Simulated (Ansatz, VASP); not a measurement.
# TePb in VASP and in Ansatz

```xyz
4
Lattice="4.4512 0.0000 0.0000 -2.2256 3.8548 0.0000 0.0000 0.0000 7.7640" Properties=species:S:1:pos:R:3 pbc="T T T"
Pb    0.0000    0.0000    0.0000
Pb    0.0000    0.0000    3.8820
Te    0.0000    2.5699    1.9410
Te    2.2256    1.2849    5.8230
```

Alike in both runs: task single point; functional r2SCAN; k mesh 6 × 6 × 4; occupations fermi-dirac, width 0.02 eV; no spin polarisation.

```csv
,VASP,Ansatz
version,VASP 6.6.1,Ansatz 0.2.0
potentials or method,"VASP PAW PBE potentials, release 64 (Pb_d, Te)","plane waves, PAW"
plane-wave cutoff (eV),520,500
valence electrons in the cell,40,60
```

|  | VASP | Ansatz | Ansatz less VASP |
| --- | --- | --- | --- |
| pressure (GPa) | 2.9 | 2.9 | 0.00 |
| traceless stress, the component that is largest in VASP (GPa) | 0.37 | 0.37 | +0.001 |

VASP's potentials were made for PBE, not for r2SCAN. With one functional, cell and mesh, what is left measures potentials, basis and numerics. VASP's potentials hold 40 valence electrons a cell and Ansatz's 60, so a difference there can come from the potentials and not from the codes.

Spin-orbit coupling is off throughout.
